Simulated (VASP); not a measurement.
# Sn2Te3Se (P6/mmm) in VASP: further runs

The runs below take Sn2Te3Se through single point, with PBE.

Everything below comes from runs of VASP 6.6.1. Logs are shortened: lines on timing, memory, paths and dates and some standing lists are left out, and cuts for length are marked.

**1. The cell of the first run**

It takes space group P6/mmm (No. 191, hexagonal). The conventional cell has a = 5.812 Å, b = 5.812 Å, c = 6.025 Å, α = 90.00°, β = 90.00°, γ = 120.00°. Within 4.0 Å of Sn (site symmetry -6m2) lie 5 Te at 3.01 to 3.36 Å and 3 Sn at 3.36 Å. Within 4.0 Å of Te (site symmetry -6m2) lie 2 Sn at 3.01 Å and 3 Te at 3.36 Å and 3 Se at 3.36 Å. Te (site symmetry 6/mmm) has 2 Se at 3.01 Å and 6 Sn at 3.36 Å within 4.0 Å. Within 4.0 Å of Se (site symmetry 6/mmm) lie 8 Te at 3.01 to 3.36 Å.

The cell was generated, and may not be a known phase.

**2. Single point, PBE**

Contents of INCAR:

```
SYSTEM = Sn2Te3Se
PREC = Accurate
ENCUT = 520
EDIFF = 1E-6
ISMEAR = 0
SIGMA = 0.1
LREAL = .False.
LASPH = .True.
NELM = 80
ALGO = Normal
ISIF = 2
LWAVE = .False.
LCHARG = .False.
GGA = PE
NBANDS = 35
```

Contents of KPOINTS:

```
Automatic mesh
0
Gamma
  6 6 4
  0 0 0
```

Contents of POSCAR:

```
Sn2Te3Se
1.0
    5.8116604936      0.0000000000      0.0000000000
   -2.9058302468      5.0330456256      0.0000000000
    0.0000000000      0.0000000000      6.0251163096
Sn Te Se
2 3 1
Direct
    0.3333333333      0.6666666667      0.5000000000
    0.6666666667      0.3333333333      0.5000000000
    0.3333333333      0.6666666667      0.0000000000
    0.6666666667      0.3333333333      0.0000000000
    0.0000000000      0.0000000000      0.5000000000
    0.0000000000      0.0000000000      0.0000000000
```

Potentials or basis: VASP PAW PBE potentials, release 64 (Sn_d, Te, Se).

Run with:

```sh
cat potpaw_PBE.64/Sn_d/POTCAR potpaw_PBE.64/Te/POTCAR potpaw_PBE.64/Se/POTCAR > POTCAR
mpirun -np 1 vasp_std > vasp.out
```

OUTCAR:

```text
SYSTEM = Sn2Te3Se
   PREC = Accurate
   ENCUT = 520
   EDIFF = 1E-6
   ISMEAR = 0
   LREAL = .False.
   LASPH = .True.
   NELM = 80
   ISIF = 2
   GGA = PE

 ion  position               nearest neighbor table
   1  0.333  0.667  0.500-   3 3.01   3 3.01   2 3.36   5 3.36   2 3.36   5 3.36   5 3.36   2 3.36

   2  0.667  0.333  0.500-   4 3.01   4 3.01   1 3.36   1 3.36   5 3.36   5 3.36   5 3.36   1 3.36

   3  0.333  0.667  0.000-   1 3.01   1 3.01   4 3.36   4 3.36   4 3.36
   4  0.667  0.333  0.000-   2 3.01   2 3.01   3 3.36   3 3.36   3 3.36
   5  0.000  0.000  0.500-   6 3.01   6 3.01   1 3.36   2 3.36   1 3.36   2 3.36   2 3.36   1 3.36

   6  0.000  0.000  0.000-   5 3.01   5 3.01

  LATTYP: Found a hexagonal cell.
 ALAT       =     5.8116604936
 C/A-ratio  =     1.0367288860

  Lattice vectors:

 A1 = (   5.8116604936,   0.0000000000,   0.0000000000)
 A2 = (  -2.9058302468,   5.0330456256,   0.0000000000)
 A3 = (   0.0000000000,   0.0000000000,   6.0251163096)

Analysis of symmetry for initial positions (statically):
=====================================================================
 Subroutine PRICEL returns:
 Original cell was already a primitive cell.

 Routine SETGRP: Setting up the symmetry group for a
 hexagonal supercell.

 Subroutine GETGRP returns: Found 24 space group operations
 (whereof 24 operations were pure point group operations)
 out of a pool of 24 trial point group operations.

The static configuration has the point symmetry D_6h.

Analysis of symmetry for dynamics (positions and initial velocities):
=====================================================================
 Subroutine PRICEL returns:
 Original cell was already a primitive cell.

 Routine SETGRP: Setting up the symmetry group for a
 hexagonal supercell.

 Subroutine GETGRP returns: Found 24 space group operations
 (whereof 24 operations were pure point group operations)
 out of a pool of 24 trial point group operations.

The dynamic configuration has the point symmetry D_6h.

 Subroutine INISYM returns: Found 24 space group operations
 (whereof 24 operations are pure point group operations),
 and found     1 'primitive' translations

----------------------------------------------------------------------------------------

                                     Primitive cell

  volume of cell :     176.2368

  direct lattice vectors                    reciprocal lattice vectors
     5.811660494  0.000000000  0.000000000     0.172067863  0.099343427  0.000000000
    -2.905830247  5.033045626  0.000000000     0.000000000  0.198686854  0.000000000
     0.000000000  0.000000000  6.025116310     0.000000000  0.000000000  0.165971900

  length of vectors
     5.811660494  5.811660494  6.025116310     0.198686854  0.198686854  0.165971900

  position of ions in fractional coordinates (direct lattice)
     0.333333333  0.666666667  0.500000000
     0.666666667  0.333333333  0.500000000
     0.333333333  0.666666667  0.000000000
     0.666666667  0.333333333  0.000000000
     0.000000000  0.000000000  0.500000000
     0.000000000  0.000000000  0.000000000

  ion indices of the primitive-cell ions
   primitive index   ion index
                 1           1
                 2           2
                 3           3
                 4           4
                 5           5
                 6           6

----------------------------------------------------------------------------------------

 KPOINTS: Automatic mesh

Automatic generation of k-mesh.
 Grid dimensions read from file:
 generate k-points for:    6    6    4

 Generating k-lattice:

  Cartesian coordinates                     Fractional coordinates (reciprocal lattice)
     0.028677977  0.016557238  0.000000000     0.166666667  0.000000000  0.000000000
     0.000000000  0.033114476  0.000000000     0.000000000  0.166666667  0.000000000
     0.000000000  0.000000000  0.041492975     0.000000000  0.000000000  0.250000000

  Length of vectors
     0.033114476  0.033114476  0.041492975

  Shift w.r.t. Gamma in fractional coordinates (k-lattice)
     0.000000000  0.000000000  0.000000000

 Subroutine IBZKPT returns following result:
 ===========================================

 Found     21 irreducible k-points:

 Following reciprocal coordinates:
            Coordinates               Weight
  0.000000  0.000000  0.000000      1.000000
  0.166667  0.000000  0.000000      6.000000
  0.333333  0.000000  0.000000      6.000000
  0.500000 -0.000000  0.000000      3.000000
  0.166667  0.166667  0.000000      6.000000
  0.333333  0.166667  0.000000     12.000000
[... 13 lines left out ...]
  0.333333  0.166667  0.500000     12.000000
  0.333333  0.333333  0.500000      2.000000
   k-points           NKPTS =     21   k-points in BZ     NKDIM =     21   number of bands    NBANDS=     35
   number of dos      NEDOS =    301   number of ions     NIONS =      6
   total plane-waves  NPLWV = 110592
   dimension x,y,z NGX =    48 NGY =   48 NGZ =   48
   dimension x,y,z NGXF=    96 NGYF=   96 NGZF=   96
   ions per type =               2   3   1
   NGX,Y,Z   is equivalent  to a cutoff of  13.73, 13.73, 13.24 a.u.
   NGXF,Y,Z  is equivalent  to a cutoff of  27.46, 27.46, 26.49 a.u.
 SYSTEM =  Sn2Te3Se
   PREC   = accura    normal or accurate (medium, high low for compatibility)
   ISTART =      0    job   : 0-new  1-cont  2-samecut
   ICHARG =      2    charge: 1-file 2-atom 10-const
   ISPIN  =      1    spin polarized calculation?
   LNONCOLLINEAR =      F non collinear calculations
   LSORBIT =      F    spin-orbit coupling
   LASPH  =      T    aspherical Exc in radial PAW
   ENCUT  =  520.0 eV  38.22 Ry    6.18 a.u.  10.81 10.81 11.20*2*pi/ulx,y,z
   NELM   =     80;   NELMIN=  2; NELMDL= -5     # of ELM steps
   EDIFF  = 0.1E-05   stopping-criterion for ELM
   LREAL  =      F    real-space projection
   EDIFFG = 0.1E-04   stopping-criterion for IOM
   NSW    =      0    number of steps for IOM
   IBRION =     -1    ionic relax: 0-MD 1-quasi-New 2-CG
   NFREE  =      0    steps in history (QN), initial steepest desc. (CG)
   ISIF   =      2    stress and relaxation
   ISYM   =      2    0-nonsym 1-usesym 2-fastsym
   POTIM  = 0.5000    time-step for ionic-motion
   TEBEG  =    0.0;   TEEND  =   0.0 temperature during run
   PSTRESS=    0.0 pullay stress
   NELECT =      52.0000    total number of electrons
   NUPDOWN=      -1.0000    fix difference up-down
   EMIN   =  10.00;   EMAX   =-10.00  energy-range for DOS
   EFERMI =   0.00;   METHOD = LEGACY
   ISMEAR =     0;   SIGMA  =   0.10  broadening in eV -4-tet -1-fermi 0-gaus
   EFERMI_NEDOS =   21; number of points for ismear=-14 and -15
   IALGO  =     38    algorithm
   IMIX   =      4    mixing-type and parameters
     AMIX     =   0.40;   BMIX     =  1.00
     AMIX_MAG =   1.60;   BMIX_MAG =  1.00
  volume/ion in A,a.u.               =      29.37       198.22
  Fermi-wavevector in a.u.,A,eV,Ry     =   1.089876  2.059567 16.161405  1.187830
  Thomas-Fermi vector in A             =   2.226089
   LORBIT       =      0    0 simple, 1 ext, 2 COOP (PROOUT), +10 PAW based schemes
   GGA     = PE    functional components
   LHFCALC =     F    Hartree Fock is set to
   AEXX    =    0.0000 exact exchange contribution
   IVDW    =     0    specifies the selected vdW correction
   LEPSILON=     F    determine dielectric tensor
   LRPA    =     F    only Hartree local field effects (RPA)
 non-spin polarized calculation
 Gauss-broadening in eV      SIGMA  =   0.10
  energy-cutoff  :      520.00
  volume of cell :      176.24
 maximum number of plane-waves:      4776
 NGX is ok and might be reduce to    48
   NGX = 21   NGY = 21   NGZ = 23

 number of electron      52.0000002 magnetization

 Free energy of the ion-electron system (eV)
  ---------------------------------------------------
  ext. energy  EPLUGINS =         0.00000000
  ---------------------------------------------------
  free energy    TOTEN  =       -19.91731768 eV

  energy without entropy =      -19.89066755  energy(sigma->0) =      -19.90399262

 E-fermi :   6.6255     XC(G=0):  -9.7055

 val. band max:        6.6191942712   @ k =   0.3333   0.1667   0.2500
 cond. band min:       6.6633397374   @ k =   0.1667   0.1667   0.5000
 fundamental gap:      0.0441454662
 Fermi energy:         6.6254901344

 k-point     1 :       0.0000    0.0000    0.0000
  band No.  band energies     occupation
      1     -15.1739      2.00000
      2     -15.1266      2.00000
      3     -15.1266      2.00000
      4     -15.1258      2.00000
      5     -15.1258      2.00000
      6     -15.1105      2.00000
[... 27 lines left out ...]
     34      10.7635      0.00000
     35      12.1518      0.00000

 k-point     2 :       0.1667    0.0000    0.0000
  band No.  band energies     occupation
      1     -15.1725      2.00000
      2     -15.1379      2.00000
      3     -15.1342      2.00000
      4     -15.1272      2.00000
      5     -15.1250      2.00000
      6     -15.1054      2.00000
[... 27 lines left out ...]
     34      11.7870      0.00000
     35      11.9257      0.00000

 k-point     3 :       0.3333    0.0000    0.0000
  band No.  band energies     occupation
      1     -15.1689      2.00000
      2     -15.1532      2.00000
      3     -15.1462      2.00000
      4     -15.1285      2.00000
      5     -15.1211      2.00000
      6     -15.1039      2.00000
[... 27 lines left out ...]
     34      10.8871      0.00000
     35      12.0594      0.00000
[... 609 lines left out ...]
 k-point    20 :       0.3333    0.1667    0.5000
  band No.  band energies     occupation
      1     -15.1654      2.00000
      2     -15.1582      2.00000
      3     -15.1535      2.00000
      4     -15.1301      2.00000
      5     -15.1175      2.00000
      6     -15.1044      2.00000
[... 27 lines left out ...]
     34      10.1880      0.00000
     35      12.8982      0.00000

 k-point    21 :       0.3333    0.3333    0.5000
  band No.  band energies     occupation
      1     -15.1649      2.00000
      2     -15.1587      2.00000
      3     -15.1587      2.00000
      4     -15.1309      2.00000
      5     -15.1109      2.00000
      6     -15.1109      2.00000
[... 27 lines left out ...]
     34      10.7443      0.00000
     35      12.6808      0.00000

------------------------ aborting loop because EDIFF is reached ----------------------------------------

  FORCE on cell =-STRESS in cart. coord.  units (eV):
  Direction    XX          YY          ZZ          XY          YZ          ZX
  --------------------------------------------------------------------------------------
  -------------------------------------------------------------------------------------
  Total        0.0770447      0.0770447     -0.3620977      0.0000000      0.0000000      0.0000000
  in kB        0.7004177      0.7004177     -3.2918479      0.0000000      0.0000000      0.0000000
  external PRESSURE =      -0.6303375 kB  Pullay stress =       0.0000000 kB

 VOLUME and BASIS-vectors are now :
 -----------------------------------------------------------------------------
  energy-cutoff  :      520.00
  volume of cell :      176.24
      direct lattice vectors                 reciprocal lattice vectors
     5.811660494  0.000000000  0.000000000     0.172067863  0.099343427  0.000000000
    -2.905830247  5.033045626  0.000000000     0.000000000  0.198686854  0.000000000
     0.000000000  0.000000000  6.025116310     0.000000000  0.000000000  0.165971900

 POSITION                                       TOTAL-FORCE (eV/Angst)
 -----------------------------------------------------------------------------------
     -0.00000      3.35536      3.01256        -0.000000      0.000000      0.000000
      2.90583      1.67768      3.01256         0.000000      0.000000      0.000000
     -0.00000      3.35536      0.00000         0.000000     -0.000000      0.000000
      2.90583      1.67768      0.00000        -0.000000      0.000000     -0.000000
      0.00000      0.00000      3.01256        -0.000000      0.000000      0.000000
      0.00000      0.00000      0.00000        -0.000000      0.000000      0.000000
 -----------------------------------------------------------------------------------
    total drift:                               -0.000000      0.000000      0.000000

  FREE ENERGIE OF THE ION-ELECTRON SYSTEM (eV)
  ---------------------------------------------------
  free  energy   TOTEN  =       -19.9173176827 eV

  energy  without entropy=      -19.8906675499  energy(sigma->0) =      -19.90399262
```

It took 85 s on 1 thread of AMD EPYC 9R45 (Zen 5), shared host; peak memory 0.36 GiB.

What came out:

```yaml
Free_energy: -19.9173 eV
Pressure: -0.1 GPa
Band_gap_on_the_k_mesh: zero (bands 26 and 27 overlap by 1.67 eV)
```

Caveat: spin-orbit coupling is left out, which moves the levels of the heavy elements.

**3. Single point, PBE**

This run uses another cell than the first one, of 29.64 Å³/atom.

Contents of INCAR:

```
SYSTEM = Sn2Te3Se
ALGO = Normal
EDIFF = 1E-7
ENCUT = 520
GGA = PE
ISIF = 2
ISMEAR = 0
LASPH = .True.
LCHARG = .False.
LREAL = .False.
LWAVE = .False.
NBANDS = 35
NELM = 100
PREC = Accurate
SIGMA = 0.1
```

Contents of KPOINTS:

```
k-points
0
Gamma
  6 6 2
  0 0 0
```

Edit POSCAR of step 2 so:

```diff
@@ -2,5 +2,5 @@
 1.0
-    5.8116604936      0.0000000000      0.0000000000
-   -2.9058302468      5.0330456256      0.0000000000
-    0.0000000000      0.0000000000      6.0251163096
+    5.6220403785     -0.0000000031      0.0000000000
+   -2.8110201866      4.8688297905      0.0000000000
+    0.0000000000      0.0000000000      6.4978153106
 Sn Te Se
```

Potentials or basis: VASP PAW PBE potentials, release 64 (Sn_d, Te, Se).

Run with:

```sh
cat potpaw_PBE.64/Sn_d/POTCAR potpaw_PBE.64/Te/POTCAR potpaw_PBE.64/Se/POTCAR > POTCAR
mpirun -np 1 vasp_std > vasp.out
```

It took 53 s on 1 thread of AMD EPYC 9R45 (Zen 5), shared host; peak memory 0.28 GiB.

Results (log left out):

```
Free energy            : -19.6113 eV
Pressure               : -0.2 GPa
Band gap on the k mesh : zero (bands 26 and 27 overlap by 2.28 eV)
```

Stress tensor (GPa, compression positive):
```
-0.10  0.00  0.00
 0.00 -0.10  0.00
 0.00  0.00 -0.37
```

Levels at points of the mesh, in eV from the Fermi level:
| k point | band 22 | band 23 | band 24 | band 25 | band 26 | band 27 | band 28 | band 29 | band 30 | band 31 |
| --- | --- | --- | --- | --- | --- | --- | --- | --- | --- | --- |
| (0.00, 0.00, 0.00) | -2.81 | -2.81 | -2.71 | -2.16 | -1.53 | -1.53 | 0.93 | 2.79 | 2.79 | 3.98 |
| (0.50, 0.00, 0.00) | -2.26 | -2.14 | -0.27 | -0.26 | 0.50 | 0.61 | 1.06 | 1.32 | 1.86 | 2.80 |
| (0.00, 0.00, 0.50) | -3.46 | -3.00 | -2.67 | -2.01 | -2.01 | -0.57 | 0.38 | 0.71 | 2.37 | 2.84 |
| (0.50, 0.00, 0.50) | -1.98 | -1.85 | -0.60 | -0.22 | -0.19 | -0.12 | 0.65 | 0.70 | 0.73 | 1.17 |

Caveat: the k points lie up to 0.48 Å⁻¹ apart, too coarse for converged energies and pressures of a metal; spin-orbit coupling is left out, which moves the levels of the heavy elements.

**4. Single point, PBE**

This run uses another cell than the first one, of 31.58 Å³/atom.

Edit INCAR of step 3 so:

```diff
@@ -2,3 +2,3 @@
 ALGO = Normal
-EDIFF = 1E-7
+EDIFF = 1E-6
 ENCUT = 520
```

KPOINTS is that of step 3.

Contents of POSCAR:

```
Sn2Te3Se
1.0
    5.1882046900      0.0000000000      0.0000000000
   -2.5941023400      4.4931170600      0.0000000000
    0.0000000000      0.0000000000      8.1275728000
Sn Te Se
2 3 1
Direct
    0.3333333300      0.6666666700      0.5000000000
    0.6666666700      0.3333333300      0.5000000000
    0.3333333300      0.6666666700      0.0000000000
    0.6666666700      0.3333333300      0.0000000000
    0.0000000000      0.0000000000      0.5000000000
    0.0000000000      0.0000000000      0.0000000000
```

Run with:

```sh
cat potpaw_PBE.64/Sn_d/POTCAR potpaw_PBE.64/Te/POTCAR potpaw_PBE.64/Se/POTCAR > POTCAR
mpirun -np 1 vasp_std > vasp.out
```

It took 56 s on 1 thread of AMD EPYC 9R45 (Zen 5), shared host; peak memory 0.31 GiB.

Results (log left out):

| Item | Value |
| --- | --- |
| Free energy | -18.3669 eV |
| Pressure | 5.4 GPa |
| Band gap on the k mesh | zero (bands 26 and 27 overlap by 1.04 eV) |

Stress tensor (GPa, compression positive):
```
 9.98  0.00  0.00
 0.00  9.98  0.00
 0.00  0.00 -3.73
```

Levels at points of the mesh, in eV from the Fermi level:
```
           k point  band 23  band 24  band 25  band 26  band 27  band 28  band 29  band 30
(0.00, 0.00, 0.00)    -3.63    -2.22    -2.10    -2.10    -0.35     0.00     2.01     3.30
(0.50, 0.00, 0.00)    -1.23    -0.70     0.41     0.46     0.68     1.38     1.79     1.99
(0.00, 0.00, 0.50)    -3.69    -3.42    -2.12    -2.12     0.01     0.42     1.25     3.07
(0.50, 0.00, 0.50)    -1.40    -0.75    -0.47     0.47     0.72     1.33     1.39     1.79
```

Caveat: the k points lie up to 0.39 Å⁻¹ apart, too coarse for converged energies and pressures of a metal; spin-orbit coupling is left out, which moves the levels of the heavy elements.

**5. Single point, PBE**

This run uses another cell than the first one, of 29.30 Å³/atom.

Contents of INCAR:

```
PREC = Accurate
ENCUT = 520
EDIFF = 1E-6
ISMEAR = 0
SIGMA = 0.1
LREAL = False
LASPH = True
NELM = 80
ALGO = Normal
ISIF = 2
LWAVE = False
LCHARG = True
GGA = PE
LELF = True
LVHAR = True
NBANDS = 35
```

Contents of KPOINTS:

```
Automatic mesh
0
Gamma
  6 6 6
```

Contents of POSCAR:

```
Sn2Te3Se
1.0
    5.6688969546      0.0000000000      0.0000000000
   -2.8344484773      4.9094087742      0.0000000000
    0.0000000000      0.0000000000      6.3160792875
Sn Te Se
2 3 1
Direct
    0.3333333333      0.6666666667      0.5000000000
    0.6666666667      0.3333333333      0.5000000000
    0.3333333333      0.6666666667      0.0000000000
    0.6666666667      0.3333333333      0.0000000000
    0.0000000000      0.0000000000      0.5000000000
    0.0000000000      0.0000000000      0.0000000000
```

Run with:

```sh
cat potpaw_PBE.64/Sn_d/POTCAR potpaw_PBE.64/Te/POTCAR potpaw_PBE.64/Se/POTCAR > POTCAR
mpirun -np 1 vasp_std > vasp.out
```

Wall time 87 s (1 thread of AMD EPYC 9R45 (Zen 5), shared host); peak memory 0.33 GiB.

Results (log left out):

```
Free energy            : -19.9753 eV
Pressure               : -0.1 GPa
Band gap on the k mesh : zero (bands 26 and 27 overlap by 2.15 eV)
```

Levels at points of the mesh, in eV from the Fermi level:
| k point | band 24 | band 25 | band 26 | band 27 | band 28 | band 29 |
| --- | --- | --- | --- | --- | --- | --- |
| (0.00, 0.00, 0.00) | -2.57 | -2.44 | -1.33 | -1.33 | 1.54 | 2.59 |
| (0.50, 0.00, 0.00) | -0.33 | -0.19 | 0.38 | 0.49 | 1.13 | 1.89 |
| (0.00, 0.00, 0.50) | -2.40 | -1.93 | -1.93 | -0.45 | 0.55 | 0.86 |
| (0.50, 0.00, 0.50) | -0.46 | -0.15 | -0.12 | 0.05 | 0.57 | 0.61 |

Caveat: spin-orbit coupling is left out, which moves the levels of the heavy elements.

**6. The runs side by side**

```tsv
cell	k mesh	gap on the mesh (eV)	pressure (GPa)
a = 5.812, b = 5.812, c = 6.025 Å, angles 90.0, 90.0, 120.0°, 6 atoms	6 × 6 × 4	none	-0.1
a = 5.622, b = 5.622, c = 6.498 Å, angles 90.0, 90.0, 120.0°, 6 atoms	6 × 6 × 2	none	-0.2
a = 5.188, b = 5.188, c = 8.128 Å, angles 90.0, 90.0, 120.0°, 6 atoms	6 × 6 × 2	none	5.4
a = 5.669, b = 5.669, c = 6.316 Å, angles 90.0, 90.0, 120.0°, 6 atoms	6 × 6 × 6	none	-0.1
```

Alike in all rows: task single point; level PBE; potentials or basis VASP PAW PBE potentials, release 64 (Sn_d, Te, Se); no spin polarisation; cutoff (eV) 520; smearing gaussian 0.1 eV.

Caveats: some runs use coarse meshes; spin-orbit coupling is left out, which moves the levels of the heavy elements.

Total energies depend on the potentials used, so only differences within one code and one set of settings carry meaning.

The gap in the log of VASP goes by the Fermi energy; the results here count the filled bands.